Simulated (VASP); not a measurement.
# TiC in VASP: a series of runs

TiC is run at these levels: PBE; tasks: relaxation of the atoms, single point.

Program: VASP 6.6.1. These are calculated values, not measurements. Logs are shortened: lines on timing, memory, paths and dates and some standing lists are left out, and cuts for length are marked.

## (1) The cell of the first run

The cell holds a slab with vacuum, 10 atoms: a = 3.064 Å, b = 3.064 Å, c = 26.257 Å, α = 90.00°, β = 90.00°, γ = 120.00°.

## (2) Relaxation of the atoms, PBE

INCAR reads:

```
SYSTEM = TiC
  PREC = Accurate
  ENCUT = 520
  EDIFF = 1E-7
  ISMEAR = 0
  SIGMA = 0.1
  LREAL = .FALSE.
  LASPH = .TRUE.
  NELM = 80
  ALGO = Normal
  ISIF = 2
  LWAVE = .FALSE.
  LCHARG = .FALSE.
  LDIPOL = .TRUE.
  IDIPOL = 3
  DIPOL = 0.5 0.5 0.500
  GGA = PE
  IBRION = 2
  NSW = 80
  EDIFFG = -0.02
  KPAR = 4
```

KPOINTS reads:

```
Automatic mesh
0
G
  12 12 1
  0 0 0
```

POSCAR reads:

```
TiC
1.0
    3.0638392697      0.0000000000      0.0000000000
   -1.5319196349      2.6533626407      0.0000000000
    0.0000000000      0.0000000000     26.2572642972
C Ti
5 5
Direct
    0.3333333333      0.6666666667      0.2856352404
    0.0000000000      0.0000000000      0.3809084669
    0.6666666667      0.3333333333      0.4761816934
    0.3333333333      0.6666666667      0.5714549199
    0.0000000000      0.0000000000      0.6667281463
    0.6666666667      0.3333333333      0.3332718537
    0.3333333333      0.6666666667      0.4285450801
    0.0000000000      0.0000000000      0.5238183066
    0.6666666667      0.3333333333      0.6190915331
    0.3333333333      0.6666666667      0.7143647596
```

Potentials or basis: VASP PAW PBE potentials, release 64 (C, Ti_sv).

On the command line:

```console
$ cat potpaw_PBE.64/C/POTCAR potpaw_PBE.64/Ti_sv/POTCAR > POTCAR
$ mpirun -np 4 vasp_std > vasp.out
```

OUTCAR:

```text
SYSTEM = TiC
   PREC = Accurate
   ENCUT = 520
   EDIFF = 1E-7
   ISMEAR = 0
   LREAL = .FALSE.
   LASPH = .TRUE.
   NELM = 80
   ISIF = 2
   GGA = PE
   IBRION = 2
   NSW = 80
   EDIFFG = -0.02

 ion  position               nearest neighbor table
   1  0.333  0.667  0.286-   6 2.17   6 2.17   6 2.17
   2  0.000  0.000  0.381-   7 2.17   6 2.17   7 2.17   6 2.17   7 2.17   6 2.17
   3  0.667  0.333  0.476-   8 2.17   8 2.17   8 2.17   7 2.17   7 2.17   7 2.17
   4  0.333  0.667  0.571-   9 2.17   9 2.17   9 2.17   8 2.17   8 2.17   8 2.17
   5  0.000  0.000  0.667-   9 2.17   9 2.17   9 2.17  10 2.17  10 2.17  10 2.17
   6  0.667  0.333  0.333-   2 2.17   2 2.17   2 2.17   1 2.17   1 2.17   1 2.17
   7  0.333  0.667  0.429-   2 2.17   2 2.17   2 2.17   3 2.17   3 2.17   3 2.17
   8  0.000  0.000  0.524-   3 2.17   3 2.17   3 2.17   4 2.17   4 2.17   4 2.17
   9  0.667  0.333  0.619-   4 2.17   4 2.17   5 2.17   5 2.17   5 2.17   4 2.17
  10  0.333  0.667  0.714-   5 2.17   5 2.17   5 2.17

  LATTYP: Found a hexagonal cell.
 ALAT       =     3.0638392697
 C/A-ratio  =     8.5700527952

  Lattice vectors:

 A1 = (   3.0638392697,   0.0000000000,   0.0000000000)
 A2 = (  -1.5319196349,   2.6533626407,   0.0000000000)
 A3 = (   0.0000000000,   0.0000000000,  26.2572642972)

Analysis of symmetry for initial positions (statically):
=====================================================================
 Subroutine PRICEL returns:
 Original cell was already a primitive cell.

 Routine SETGRP: Setting up the symmetry group for a
 hexagonal supercell.

 Subroutine GETGRP returns: Found  6 space group operations
 (whereof  6 operations were pure point group operations)
 out of a pool of 24 trial point group operations.

The static configuration has the point symmetry C_3v.

Analysis of symmetry for dynamics (positions and initial velocities):
=====================================================================
 Subroutine PRICEL returns:
 Original cell was already a primitive cell.

 Routine SETGRP: Setting up the symmetry group for a
 hexagonal supercell.

 Subroutine GETGRP returns: Found  6 space group operations
 (whereof  6 operations were pure point group operations)
 out of a pool of 24 trial point group operations.

The dynamic configuration has the point symmetry C_3v.

 Subroutine INISYM returns: Found  6 space group operations
 (whereof  6 operations are pure point group operations),
 and found     1 'primitive' translations

----------------------------------------------------------------------------------------

                                     Primitive cell

  volume of cell :     213.4578

  direct lattice vectors                    reciprocal lattice vectors
     3.063839270  0.000000000  0.000000000     0.326387879  0.188440130  0.000000000
    -1.531919635  2.653362641  0.000000000     0.000000000  0.376880259  0.000000000
     0.000000000  0.000000000 26.257264297     0.000000000  0.000000000  0.038084699

  length of vectors
     3.063839270  3.063839270 26.257264297     0.376880259  0.376880259  0.038084699

  position of ions in fractional coordinates (direct lattice)
     0.333333333  0.666666667  0.285635240
     0.000000000  0.000000000  0.380908467
     0.666666667  0.333333333  0.476181693
     0.333333333  0.666666667  0.571454920
     0.000000000  0.000000000  0.666728146
     0.666666667  0.333333333  0.333271854
     0.333333333  0.666666667  0.428545080
     0.000000000  0.000000000  0.523818307
     0.666666667  0.333333333  0.619091533
     0.333333333  0.666666667  0.714364760

  ion indices of the primitive-cell ions
   primitive index   ion index
                 1           1
                 2           2
                 3           3
                 4           4
                 5           5
                 6           6
                 7           7
                 8           8
                 9           9
                10          10

[... 20 lines left out ...]

 Subroutine IBZKPT returns following result:
 ===========================================

 Found     19 irreducible k-points:

 Following reciprocal coordinates:
            Coordinates               Weight
  0.000000  0.000000  0.000000      1.000000
  0.083333  0.000000  0.000000      6.000000
  0.166667  0.000000  0.000000      6.000000
  0.250000  0.000000  0.000000      6.000000
  0.333333  0.000000  0.000000      6.000000
  0.416667  0.000000  0.000000      6.000000
[... 11 lines left out ...]
  0.333333  0.250000  0.000000     12.000000
  0.333333  0.333333  0.000000      2.000000
   k-points           NKPTS =     19   k-points in BZ     NKDIM =     19   number of bands    NBANDS=     48
   number of dos      NEDOS =    301   number of ions     NIONS =     10
   total plane-waves  NPLWV = 112896
   dimension x,y,z NGX =    24 NGY =   24 NGZ =  196
   dimension x,y,z NGXF=    48 NGYF=   48 NGZF=  392
   ions per type =               5   5
   NGX,Y,Z   is equivalent  to a cutoff of  13.02, 13.02, 12.41 a.u.
   NGXF,Y,Z  is equivalent  to a cutoff of  26.05, 26.05, 24.82 a.u.
 SYSTEM =  TiC
   PREC   = accura    normal or accurate (medium, high low for compatibility)
   ISTART =      0    job   : 0-new  1-cont  2-samecut
   ICHARG =      2    charge: 1-file 2-atom 10-const
   ISPIN  =      1    spin polarized calculation?
   LNONCOLLINEAR =      F non collinear calculations
   LSORBIT =      F    spin-orbit coupling
   LASPH  =      T    aspherical Exc in radial PAW
   ENCUT  =  520.0 eV  38.22 Ry    6.18 a.u.   5.70  5.70 48.82*2*pi/ulx,y,z
   NELM   =     80;   NELMIN=  2; NELMDL= -5     # of ELM steps
   EDIFF  = 0.1E-06   stopping-criterion for ELM
   LREAL  =      F    real-space projection
   EDIFFG = -.2E-01   stopping-criterion for IOM
   NSW    =     80    number of steps for IOM
   IBRION =      2    ionic relax: 0-MD 1-quasi-New 2-CG
   NFREE  =      1    steps in history (QN), initial steepest desc. (CG)
   ISIF   =      2    stress and relaxation
   ISYM   =      2    0-nonsym 1-usesym 2-fastsym
   POTIM  = 0.5000    time-step for ionic-motion
   TEBEG  =    0.0;   TEEND  =   0.0 temperature during run
   PSTRESS=    0.0 pullay stress
   NELECT =      80.0000    total number of electrons
   NUPDOWN=      -1.0000    fix difference up-down
   EMIN   =  10.00;   EMAX   =-10.00  energy-range for DOS
   EFERMI =   0.00;   METHOD = LEGACY
   ISMEAR =     0;   SIGMA  =   0.10  broadening in eV -4-tet -1-fermi 0-gaus
   EFERMI_NEDOS =   21; number of points for ismear=-14 and -15
   IALGO  =     38    algorithm
   IMIX   =      4    mixing-type and parameters
     AMIX     =   0.40;   BMIX     =  1.00
     AMIX_MAG =   1.60;   BMIX_MAG =  1.00
  volume/ion in A,a.u.               =      21.35       144.05
  Fermi-wavevector in a.u.,A,eV,Ry     =   1.180323  2.230487 18.955119  1.393162
  Thomas-Fermi vector in A             =   2.316617
   LORBIT       =      0    0 simple, 1 ext, 2 COOP (PROOUT), +10 PAW based schemes
   GGA     = PE    functional components
   LHFCALC =     F    Hartree Fock is set to
   AEXX    =    0.0000 exact exchange contribution
   IVDW    =     0    specifies the selected vdW correction
   LEPSILON=     F    determine dielectric tensor
   LRPA    =     F    only Hartree local field effects (RPA)
 conjugate gradient relaxation of ions
 non-spin polarized calculation
 Gauss-broadening in eV      SIGMA  =   0.10
  energy-cutoff  :      520.00
  volume of cell :      213.46
 maximum number of plane-waves:      5780
 NGX is ok and might be reduce to    24
   NGX = 11   NGY = 11   NGZ = 97

 dipolmoment           0.000000      0.000000      0.045618 electrons x Angstroem

--------------------------------------- Ionic step        1  -------------------------------------------

 number of electron      79.9999982 magnetization

 Free energy of the ion-electron system (eV)
  ---------------------------------------------------
  ext. energy  EPLUGINS =         0.00000000
  ---------------------------------------------------
  free energy    TOTEN  =       -87.63578515 eV

  energy without entropy =      -87.60926406  energy(sigma->0) =      -87.62252460

------------------------ aborting loop because EDIFF is reached ----------------------------------------

  FORCE on cell =-STRESS in cart. coord.  units (eV):
  Direction    XX          YY          ZZ          XY          YZ          ZX
  --------------------------------------------------------------------------------------
  -------------------------------------------------------------------------------------
  Total       -2.0394530     -2.0394530     -3.8695463      0.0000000      0.0000000      0.0000000
  in kB      -15.3077801    -15.3077801    -29.0441426      0.0000000      0.0000000      0.0000000
  external PRESSURE =     -19.8865676 kB  Pullay stress =       0.0000000 kB
[... 113 lines left out ...]
  FREE ENERGIE OF THE ION-ELECTRON SYSTEM (eV)
  ---------------------------------------------------
  free  energy   TOTEN  =       -87.9079263023 eV

  energy  without entropy=      -87.8742175013  energy(sigma->0) =      -87.89107190

[... ionic steps 4 to 14 ...]

--------------------------------------- Ionic step       15  -------------------------------------------

 number of electron      79.9999981 magnetization

------------------------ aborting loop because EDIFF is reached ----------------------------------------
[... 83 lines left out ...]
--------------------------------------- Ionic step       17  -------------------------------------------

 number of electron      79.9999980 magnetization

 dipolmoment           0.000000      0.000000     -0.091336 electrons x Angstroem

 Free energy of the ion-electron system (eV)
  ---------------------------------------------------
  ext. energy  EPLUGINS =         0.00000000
  ---------------------------------------------------
  free energy    TOTEN  =       -87.93242746 eV

  energy without entropy =      -87.89727332  energy(sigma->0) =      -87.91485039

 E-fermi :   1.6532     XC(G=0):  -6.8442

 val. band max:        1.6402560640   @ k =   0.2500   0.0000   0.0000
 cond. band min:       1.6553723905   @ k =   0.1667   0.0000   0.0000
 fundamental gap:      0.0151163265
 Fermi energy:         1.6532126861

 k-point     1 :       0.0000    0.0000    0.0000
  band No.  band energies     occupation
      1     -55.2124      2.00000
      2     -55.0099      2.00000
      3     -54.9556      2.00000
      4     -54.9188      2.00000
      5     -54.3917      2.00000
      6     -31.7158      2.00000
[... 958 lines left out ...]
     47       4.3471      0.00000
     48       4.3950      0.00000

------------------------ aborting loop because EDIFF is reached ----------------------------------------

 vacuum level on the upper side and lower side of the slab       (xc-potential included)        -1.009         0.987

  FORCE on cell =-STRESS in cart. coord.  units (eV):
  Direction    XX          YY          ZZ          XY          YZ          ZX
  --------------------------------------------------------------------------------------
  -------------------------------------------------------------------------------------
  Total        1.2852720      1.2852720     -0.0491543     -0.0000000      0.0000000     -0.0000000
  in kB        9.6470289      9.6470289     -0.3689434     -0.0000000      0.0000000     -0.0000000
  external PRESSURE =       6.3083714 kB  Pullay stress =       0.0000000 kB
[... 25 lines left out ...]
  FREE ENERGIE OF THE ION-ELECTRON SYSTEM (eV)
  ---------------------------------------------------
  free  energy   TOTEN  =       -87.9324274616 eV

  energy  without entropy=      -87.8972733200  energy(sigma->0) =      -87.91485039

 reached required accuracy - stopping structural energy minimisation

 vacuum level on the upper side and lower side of the slab         6.264         8.302
```

Wall time 20 min (4 MPI ranks of AMD EPYC 7R43 (Zen 3), shared host); peak memory 0.39 GiB.

Results:

| Item | Value |
| --- | --- |
| Free energy | -87.9324 eV |
| Energy gained by relaxing | 29.7 meV/atom |
| Ionic steps | 17 |
| Largest force after relaxing | 0.012 eV/Å |
| Band gap on the k mesh | zero (bands 40 and 41 overlap by 0.60 eV) |

Forces on the atoms (eV/Å):
```
C    0.000  0.000  0.003
C    0.000  0.000 -0.001
C    0.000  0.000  0.002
C    0.000  0.000  0.003
C    0.000  0.000 -0.002
Ti   0.000  0.000 -0.001
Ti   0.000  0.000  0.003
Ti   0.000  0.000 -0.012
Ti   0.000  0.000  0.006
Ti   0.000  0.000 -0.001
```

The path:
| step | energy change (eV) | largest force (eV/Å) | pressure (GPa) |
| --- | --- | --- | --- |
| 1 | 0.0000 | 1.9365 | -1.99 |
| 2 | -0.2636 | 0.4793 | -0.86 |
| 3 | -0.2721 | 0.4038 | -0.53 |
| 4 | -0.2857 | 0.1924 | -0.27 |
| 5 | -0.2861 | 0.1832 | -0.21 |
| 6 | -0.2893 | 0.1074 | -0.11 |
| 7 | -0.2899 | 0.1750 | -0.03 |
| 8 | -0.2924 | 0.1088 | 0.10 |
| 9 | -0.2934 | 0.1374 | 0.27 |
| 10 | -0.2953 | 0.0719 | 0.43 |
| 11 | -0.2955 | 0.1016 | 0.52 |
| 12 | -0.2963 | 0.0335 | 0.57 |
| 13 | -0.2963 | 0.0366 | 0.58 |
| 14 | -0.2966 | 0.0208 | 0.61 |
| 15 | -0.2966 | 0.0221 | 0.62 |
| 16 | -0.2966 | 0.0224 | 0.63 |
| 17 | -0.2966 | 0.0123 | 0.63 |

Final structure:
```xyz
10
Lattice="3.0638 0.0000 0.0000 -1.5319 2.6534 0.0000 0.0000 0.0000 26.2573" Properties=species:S:1:pos:R:3 pbc="T T T"
C     0.0000    1.7689    7.6356
C     0.0000    0.0000    9.9970
C     1.5319    0.8845   12.4917
C     0.0000    1.7689   15.0029
C     0.0000    0.0000   17.5807
Ti    1.5319    0.8845    8.7540
Ti    0.0000    1.7689   11.2690
Ti    0.0000    0.0000   13.7509
Ti    1.5319    0.8845   16.1974
Ti    0.0000    1.7689   18.6072
```

(Continued in part 2 of 2.)
